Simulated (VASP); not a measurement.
Input of a VASP 6.6.1 run:

File INCAR:

```
PREC = Accurate
ENCUT = 520
EDIFF = 1E-7
ISMEAR = -1
SIGMA = 0.05
LREAL = F
LASPH = T
NELM = 100
ALGO = Normal
ISIF = 2
LWAVE = F
LCHARG = F
NBANDS = 13
```

The input KPOINTS:

```
Automatic mesh
0
Gamma
  16 16 16
```

The input POSCAR:

```
Sn
1.0
   -2.0291894110      2.0291894110      1.6607599896
    2.0291894110     -2.0291894110      1.6607599896
    2.0291894110      2.0291894110     -1.6607599896
Sn
1
Direct
    0.0000000000      0.0000000000      0.0000000000
```

Potentials or basis: VASP PAW LDA potentials, release 64 (Sn_d).

The run is started by

```sh
$ cat potpaw_LDA.64/Sn_d/POTCAR > POTCAR
$ mpirun -np 1 vasp_std > vasp.out
```

Problem. Estimate the band gap on the k mesh.

Solution. Zero (band 7 reaches 14.38 eV, above the bottom of band 8 at 5.59 eV).

Problem. Predict the pressure.

Solution. -3.2 GPa.

Stress tensor (GPa, compression positive):
```
-3.28  0.00  0.00
 0.00 -3.28  0.00
 0.00  0.00 -2.92
```

Caveat: spin-orbit coupling is left out, which moves the levels of the heavy elements.
